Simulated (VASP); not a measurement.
# AlGa5N6 (P4/mmm) in VASP: further runs

The runs below take AlGa5N6 through single point, with PBE.

All numbers are computed with VASP 6.6.1; they aren't measurements. Logs are shortened: lines on timing, memory, paths and dates and some standing lists are left out, and cuts for length are marked.

### 1 The cell of the first run

It takes space group P4/mmm (No. 123, tetragonal). Conventional cell: a = 3.422 Å, b = 3.422 Å, c = 14.520 Å, α = 90.00°, β = 90.00°, γ = 90.00°. Within 3.2 Å of Al (site symmetry 4/mmm) lie 6 N at 2.42 Å. Ga (site symmetry 4mm) has 6 N at 2.42 Å within 3.2 Å. Ga (site symmetry 4mm) has 6 N at 2.42 Å within 3.2 Å. Within 3.2 Å of Ga (site symmetry 4/mmm) lie 6 N at 2.42 Å. N (site symmetry 4mm) has 5 Ga at 2.42 Å and 1 Al at 2.42 Å within 3.2 Å. N (site symmetry 4/mmm) has 4 Al at 2.42 Å and 2 Ga at 2.42 Å within 3.2 Å. N (site symmetry 4mm) has 6 Ga at 2.42 Å within 3.2 Å. N (site symmetry 4/mmm) has 6 Ga at 2.42 Å within 3.2 Å.

### 2 Single point, PBE

INCAR

```
PREC = Accurate
ENCUT = 520
EDIFF = 1E-6
ISMEAR = 0
SIGMA = 0.1
LREAL = False
LASPH = True
NELM = 100
ALGO = Normal
ISIF = 2
LWAVE = False
LCHARG = False
GGA = PE
NBANDS = 61
```

KPOINTS

```
regular mesh
0
Gamma
  6 6 2
```

POSCAR

```
AlGa5N6
1.0
    3.4224354200      0.0000000000      0.0000000000
    0.0000000000      3.4224354200      0.0000000000
    0.0000000000      0.0000000000     14.5201637400
Al Ga N
1 5 6
Direct
    0.0000000000      0.0000000000      0.5000000000
    0.0000000000      0.0000000000      0.8333333300
    0.5000000000      0.5000000000      0.6666666700
    0.5000000000      0.5000000000      0.3333333300
    0.0000000000      0.0000000000      0.1666666700
    0.5000000000      0.5000000000      0.0000000000
    0.0000000000      0.0000000000      0.6666666700
    0.5000000000      0.5000000000      0.5000000000
    0.0000000000      0.0000000000      0.3333333300
    0.5000000000      0.5000000000      0.1666666700
    0.0000000000      0.0000000000      0.0000000000
    0.5000000000      0.5000000000      0.8333333300
```

Potentials or basis: VASP PAW PBE potentials, release 64 (Al, Ga_d, N).

Command:

```console
$ cat potpaw_PBE.64/Al/POTCAR potpaw_PBE.64/Ga_d/POTCAR potpaw_PBE.64/N/POTCAR > POTCAR
$ mpirun -np 1 vasp_std > vasp.out
```

OUTCAR:

```text
PREC = Accurate
   ENCUT = 520
   EDIFF = 1E-6
   ISMEAR = 0
   LREAL = False
   LASPH = True
   NELM = 100
   ISIF = 2
   GGA = PE

 ion  position               nearest neighbor table
   1  0.000  0.000  0.500-   8 2.42   8 2.42   8 2.42   8 2.42   9 2.42   7 2.42
   2  0.000  0.000  0.833-
   3  0.500  0.500  0.667-
   4  0.500  0.500  0.333-
   5  0.000  0.000  0.167-
   6  0.500  0.500  0.000-
   7  0.000  0.000  0.667-   1 2.42
   8  0.500  0.500  0.500-   1 2.42   1 2.42   1 2.42   1 2.42
   9  0.000  0.000  0.333-   1 2.42
  10  0.500  0.500  0.167-
  11  0.000  0.000  0.000-
  12  0.500  0.500  0.833-

  LATTYP: Found a simple tetragonal cell.
 ALAT       =     3.4224354200
 C/A-ratio  =     4.2426406807

  Lattice vectors:

 A1 = (   3.4224354200,   0.0000000000,   0.0000000000)
 A2 = (   0.0000000000,   3.4224354200,   0.0000000000)
 A3 = (   0.0000000000,   0.0000000000,  14.5201637400)

Analysis of symmetry for initial positions (statically):
=====================================================================
 Subroutine PRICEL returns:
 Original cell was already a primitive cell.

 Routine SETGRP: Setting up the symmetry group for a
 simple tetragonal supercell.

 Subroutine GETGRP returns: Found 16 space group operations
 (whereof 16 operations were pure point group operations)
 out of a pool of 16 trial point group operations.

The static configuration has the point symmetry D_4h.

Analysis of symmetry for dynamics (positions and initial velocities):
=====================================================================
 Subroutine PRICEL returns:
 Original cell was already a primitive cell.

 Routine SETGRP: Setting up the symmetry group for a
 simple tetragonal supercell.

 Subroutine GETGRP returns: Found 16 space group operations
 (whereof 16 operations were pure point group operations)
 out of a pool of 16 trial point group operations.

The dynamic configuration has the point symmetry D_4h.

 Subroutine INISYM returns: Found 16 space group operations
 (whereof 16 operations are pure point group operations),
 and found     1 'primitive' translations

----------------------------------------------------------------------------------------

                                     Primitive cell

  volume of cell :     170.0756

  direct lattice vectors                    reciprocal lattice vectors
     3.422435420  0.000000000  0.000000000     0.292189589  0.000000000  0.000000000
     0.000000000  3.422435420  0.000000000     0.000000000  0.292189589  0.000000000
     0.000000000  0.000000000 14.520163740     0.000000000  0.000000000  0.068869747

  length of vectors
     3.422435420  3.422435420 14.520163740     0.292189589  0.292189589  0.068869747

  position of ions in fractional coordinates (direct lattice)
     0.000000000  0.000000000  0.500000000
     0.000000000  0.000000000  0.833333330
     0.500000000  0.500000000  0.666666670
     0.500000000  0.500000000  0.333333330
     0.000000000  0.000000000  0.166666670
     0.500000000  0.500000000  0.000000000
     0.000000000  0.000000000  0.666666670
     0.500000000  0.500000000  0.500000000
     0.000000000  0.000000000  0.333333330
     0.500000000  0.500000000  0.166666670
     0.000000000  0.000000000  0.000000000
     0.500000000  0.500000000  0.833333330

  ion indices of the primitive-cell ions
   primitive index   ion index
                 1           1
                 2           2
                 3           3
                 4           4
                 5           5
                 6           6
                 7           7
                 8           8
                 9           9
                10          10
                11          11
                12          12

----------------------------------------------------------------------------------------

 KPOINTS: regular mesh

Automatic generation of k-mesh.
 Grid dimensions read from file:
 generate k-points for:    6    6    2

 Generating k-lattice:

  Cartesian coordinates                     Fractional coordinates (reciprocal lattice)
     0.048698265  0.000000000  0.000000000     0.166666667  0.000000000  0.000000000
     0.000000000  0.048698265  0.000000000     0.000000000  0.166666667  0.000000000
     0.000000000  0.000000000  0.034434873     0.000000000  0.000000000  0.500000000

  Length of vectors
     0.048698265  0.048698265  0.034434873

  Shift w.r.t. Gamma in fractional coordinates (k-lattice)
     0.000000000  0.000000000  0.000000000

 Subroutine IBZKPT returns following result:
 ===========================================

 Found     20 irreducible k-points:

 Following reciprocal coordinates:
            Coordinates               Weight
  0.000000  0.000000  0.000000      1.000000
  0.166667  0.000000  0.000000      4.000000
  0.333333  0.000000  0.000000      4.000000
  0.500000  0.000000  0.000000      2.000000
  0.166667  0.166667  0.000000      4.000000
  0.333333  0.166667  0.000000      8.000000
[... 12 lines left out ...]
  0.500000  0.333333  0.500000      4.000000
  0.500000  0.500000  0.500000      1.000000
   k-points           NKPTS =     20   k-points in BZ     NKDIM =     20   number of bands    NBANDS=     61
   number of dos      NEDOS =    301   number of ions     NIONS =     12
   total plane-waves  NPLWV =  84672
   dimension x,y,z NGX =    28 NGY =   28 NGZ =  108
   dimension x,y,z NGXF=    56 NGYF=   56 NGZF=  216
   ions per type =               1   5   6
   NGX,Y,Z   is equivalent  to a cutoff of  13.60, 13.60, 12.37 a.u.
   NGXF,Y,Z  is equivalent  to a cutoff of  27.20, 27.20, 24.73 a.u.
 SYSTEM =  unknown system
   PREC   = accura    normal or accurate (medium, high low for compatibility)
   ISTART =      0    job   : 0-new  1-cont  2-samecut
   ICHARG =      2    charge: 1-file 2-atom 10-const
   ISPIN  =      1    spin polarized calculation?
   LNONCOLLINEAR =      F non collinear calculations
   LSORBIT =      F    spin-orbit coupling
   LASPH  =      T    aspherical Exc in radial PAW
   ENCUT  =  520.0 eV  38.22 Ry    6.18 a.u.   6.36  6.36 27.00*2*pi/ulx,y,z
   NELM   =    100;   NELMIN=  2; NELMDL= -5     # of ELM steps
   EDIFF  = 0.1E-05   stopping-criterion for ELM
   LREAL  =      F    real-space projection
   EDIFFG = 0.1E-04   stopping-criterion for IOM
   NSW    =      0    number of steps for IOM
   IBRION =     -1    ionic relax: 0-MD 1-quasi-New 2-CG
   NFREE  =      0    steps in history (QN), initial steepest desc. (CG)
   ISIF   =      2    stress and relaxation
   ISYM   =      2    0-nonsym 1-usesym 2-fastsym
   POTIM  = 0.5000    time-step for ionic-motion
   TEBEG  =    0.0;   TEEND  =   0.0 temperature during run
   PSTRESS=    0.0 pullay stress
   NELECT =      98.0000    total number of electrons
   NUPDOWN=      -1.0000    fix difference up-down
   EMIN   =  10.00;   EMAX   =-10.00  energy-range for DOS
   EFERMI =   0.00;   METHOD = LEGACY
   ISMEAR =     0;   SIGMA  =   0.10  broadening in eV -4-tet -1-fermi 0-gaus
   EFERMI_NEDOS =   21; number of points for ismear=-14 and -15
   IALGO  =     38    algorithm
   IMIX   =      4    mixing-type and parameters
     AMIX     =   0.40;   BMIX     =  1.00
     AMIX_MAG =   1.60;   BMIX_MAG =  1.00
  volume/ion in A,a.u.               =      14.17        95.64
  Fermi-wavevector in a.u.,A,eV,Ry     =   1.362290  2.574354 25.250148  1.855834
  Thomas-Fermi vector in A             =   2.488792
   LORBIT       =      0    0 simple, 1 ext, 2 COOP (PROOUT), +10 PAW based schemes
   GGA     = PE    functional components
   LHFCALC =     F    Hartree Fock is set to
   AEXX    =    0.0000 exact exchange contribution
   IVDW    =     0    specifies the selected vdW correction
   LEPSILON=     F    determine dielectric tensor
   LRPA    =     F    only Hartree local field effects (RPA)
 non-spin polarized calculation
 Gauss-broadening in eV      SIGMA  =   0.10
  energy-cutoff  :      520.00
  volume of cell :      170.08
 maximum number of plane-waves:      4624
 NGX is ok and might be reduce to    28
   NGX = 13   NGY = 13   NGZ = 53

 number of electron      97.9999963 magnetization

 Free energy of the ion-electron system (eV)
  ---------------------------------------------------
  ext. energy  EPLUGINS =         0.00000000
  ---------------------------------------------------
  free energy    TOTEN  =       -61.92773660 eV

  energy without entropy =      -61.91020028  energy(sigma->0) =      -61.91896844

 E-fermi :   3.7436     XC(G=0): -10.7683

 val. band max:        3.7169477981   @ k =   0.3333   0.0000   0.5000
 cond. band min:       3.7448859264   @ k =   0.3333   0.0000   0.0000
 fundamental gap:      0.0279381283
 Fermi energy:         3.7435796083

 k-point     1 :       0.0000    0.0000    0.0000
  band No.  band energies     occupation
      1     -10.8287      2.00000
      2     -10.7380      2.00000
      3     -10.6259      2.00000
      4     -10.5057      2.00000
      5     -10.4866      2.00000
      6     -10.4776      2.00000
[... 53 lines left out ...]
     60      11.1798      0.00000
     61      11.5482      0.00000

 k-point     2 :       0.1667    0.0000    0.0000
  band No.  band energies     occupation
      1     -10.7780      2.00000
      2     -10.6856      2.00000
      3     -10.5832      2.00000
      4     -10.4727      2.00000
      5     -10.4700      2.00000
      6     -10.4642      2.00000
[... 53 lines left out ...]
     60      10.7988      0.00000
     61      11.4236      0.00000

 k-point     3 :       0.3333    0.0000    0.0000
  band No.  band energies     occupation
      1     -10.6610      2.00000
      2     -10.5743      2.00000
      3     -10.5189      2.00000
      4     -10.4625      2.00000
      5     -10.4550      2.00000
      6     -10.4534      2.00000
[... 1077 lines left out ...]
     60      10.8967      0.00000
     61      10.9278      0.00000

 k-point    20 :       0.5000    0.5000    0.5000
  band No.  band energies     occupation
      1     -10.8376      2.00000
      2     -10.8324      2.00000
      3     -10.7877      2.00000
      4     -10.7745      2.00000
      5     -10.7425      2.00000
      6     -10.4801      2.00000
[... 53 lines left out ...]
     60      11.2864      0.00000
     61      11.2867      0.00000

------------------------ aborting loop because EDIFF is reached ----------------------------------------

  FORCE on cell =-STRESS in cart. coord.  units (eV):
  Direction    XX          YY          ZZ          XY          YZ          ZX
  --------------------------------------------------------------------------------------
  -------------------------------------------------------------------------------------
  Total      -34.8050970    -34.8050970    -34.7117798      0.0000000      0.0000000      0.0000000
  in kB     -327.8773323   -327.8773323   -326.9982484      0.0000000      0.0000000      0.0000000
  external PRESSURE =    -327.5843043 kB  Pullay stress =       0.0000000 kB

 VOLUME and BASIS-vectors are now :
 -----------------------------------------------------------------------------
  energy-cutoff  :      520.00
  volume of cell :      170.08
      direct lattice vectors                 reciprocal lattice vectors
     3.422435420  0.000000000  0.000000000     0.292189589  0.000000000  0.000000000
     0.000000000  3.422435420  0.000000000     0.000000000  0.292189589  0.000000000
     0.000000000  0.000000000 14.520163740     0.000000000  0.000000000  0.068869747

 POSITION                                       TOTAL-FORCE (eV/Angst)
 -----------------------------------------------------------------------------------
      0.00000      0.00000      7.26008        -0.000000     -0.000000      0.000000
      0.00000      0.00000     12.10014        -0.000000      0.000000     -0.030621
      1.71122      1.71122      9.68011        -0.000000      0.000000      0.014586
      1.71122      1.71122      4.84005        -0.000000     -0.000000     -0.014586
      0.00000      0.00000      2.42003         0.000000      0.000000      0.030621
      1.71122      1.71122      0.00000        -0.000000     -0.000000      0.000000
      0.00000      0.00000      9.68011        -0.000000     -0.000000     -0.415383
      1.71122      1.71122      7.26008        -0.000000     -0.000000      0.000000
      0.00000      0.00000      4.84005        -0.000000     -0.000000      0.415383
      1.71122      1.71122      2.42003         0.000000      0.000000     -0.022352
      0.00000      0.00000      0.00000        -0.000000     -0.000000      0.000000
      1.71122      1.71122     12.10014        -0.000000      0.000000      0.022352
 -----------------------------------------------------------------------------------
    total drift:                                0.000000      0.000000      0.000000

  FREE ENERGIE OF THE ION-ELECTRON SYSTEM (eV)
  ---------------------------------------------------
  free  energy   TOTEN  =       -61.9277366041 eV

  energy  without entropy=      -61.9102002813  energy(sigma->0) =      -61.91896844
```

Run time: 4.7 min. Hardware: 1 thread of Intel Xeon Platinum 8259CL at 2.50GHz (Skylake/Cascade Lake), shared host; peak memory 0.36 GiB.

What came out:

| Quantity | Value |
| --- | --- |
| Free energy | -61.9277 eV |
| Pressure | -32.8 GPa |
| Largest force | 0.415 eV/Å |
| Band gap on the k mesh | zero (bands 49 and 50 overlap by 1.47 eV) |

Forces on the atoms (eV/Å):
```
Al   0.000  0.000  0.000
Ga   0.000  0.000 -0.031
Ga   0.000  0.000  0.015
Ga   0.000  0.000 -0.015
Ga   0.000  0.000  0.031
Ga   0.000  0.000  0.000
N    0.000  0.000 -0.415
N    0.000  0.000  0.000
N    0.000  0.000  0.415
N    0.000  0.000 -0.022
N    0.000  0.000  0.000
N    0.000  0.000  0.022
```

Caveat: the cell stands under tension.

### 3 Single point, PBE

This run uses another cell than the first one, of 9.51 Å³/atom.

INCAR

```
SYSTEM = AlGa5N6
PREC = Accurate ; ENCUT = 520
EDIFF = 1E-6 ; ISMEAR = 0
SIGMA = 0.1 ; LREAL = .FALSE.
LASPH = .TRUE. ; NELM = 60
ALGO = Normal ; ISIF = 2
LWAVE = .FALSE. ; LCHARG = .FALSE.
GGA = PE ; NBANDS = 61
```

KPOINTS

```
Automatic mesh
0
G
  6 6 2
  0 0 0
```

POSCAR

```
AlGa5N6
1.0
    2.9956290023      0.0000000000      0.0000000000
    0.0000000000      2.9956290023      0.0000000000
    0.0000000000      0.0000000000     12.7189448057
Al Ga N
1 5 6
Direct
    0.0000000000      0.0000000000      0.5000000000
    0.0000000000      0.0000000000      0.8307620055
    0.5000000000      0.5000000000      0.6634969834
    0.5000000000      0.5000000000      0.3365030166
    0.0000000000      0.0000000000      0.1692379945
    0.5000000000      0.5000000000      0.0000000000
    0.0000000000      0.0000000000      0.6613890924
    0.5000000000      0.5000000000      0.5000000000
    0.0000000000      0.0000000000      0.3386109076
    0.5000000000      0.5000000000      0.1687743428
    0.0000000000      0.0000000000      0.0000000000
    0.5000000000      0.5000000000      0.8312256572
```

Potentials or basis: VASP PAW PBE potentials, release 64 (Al, Ga_d, N).

Command:

```console
$ cat potpaw_PBE.64/Al/POTCAR potpaw_PBE.64/Ga_d/POTCAR potpaw_PBE.64/N/POTCAR > POTCAR
$ mpirun -np 1 vasp_std > vasp.out
```

It took 2.3 min on 1 thread of Intel Xeon Platinum 8259CL at 2.50GHz (Skylake/Cascade Lake), shared host; peak memory 0.27 GiB.

Results (log left out):

- Free energy: -70.3574 eV
- Pressure: 0.7 GPa
- Largest force: 0.021 eV/Å
- Band gap on the k mesh: 0.50 eV (least direct gap 1.16 eV)

Forces in eV/Å, atoms in the order of the input:
```
Al   0.000  0.000  0.000
Ga   0.000  0.000  0.002
Ga   0.000  0.000 -0.010
Ga   0.000  0.000  0.010
Ga   0.000  0.000 -0.002
Ga   0.000  0.000  0.000
N    0.000  0.000 -0.021
N    0.000  0.000  0.000
N    0.000  0.000  0.021
N    0.000  0.000  0.000
N    0.000  0.000  0.000
N    0.000  0.000  0.000
```

Stress tensor (GPa, compression positive):
```
0.69 0.00 0.00
0.00 0.69 0.00
0.00 0.00 0.61
```

Levels at points of the mesh, in eV from the valence-band top:
```
           k point  band 46  band 47  band 48  band 49  band 50  band 51  band 52  band 53
(0.00, 0.00, 0.00)    -1.10    -0.50    -0.45    -0.45     0.71     2.17     2.49     3.20
(0.50, 0.00, 0.00)    -0.37    -0.30    -0.29    -0.25     5.11     5.15     5.33     5.45
(0.50, 0.50, 0.00)    -3.03    -2.96    -2.96    -2.94     0.50     0.98     3.43     3.57
(0.00, 0.00, 0.50)    -0.81    -0.81    -0.53    -0.53     0.96     1.57     2.98     3.45
(0.50, 0.00, 0.50)    -0.32    -0.29    -0.23    -0.20     4.65     4.66     6.16     6.22
(0.50, 0.50, 0.50)    -3.53    -3.33    -3.18    -3.18     1.39     1.49     1.67     2.71
```

Caveat: semilocal functionals underestimate gaps, and a narrow one can read as zero. A k mesh can miss the band edges.

The gap in the log of VASP goes by the Fermi energy; the results here count the filled bands.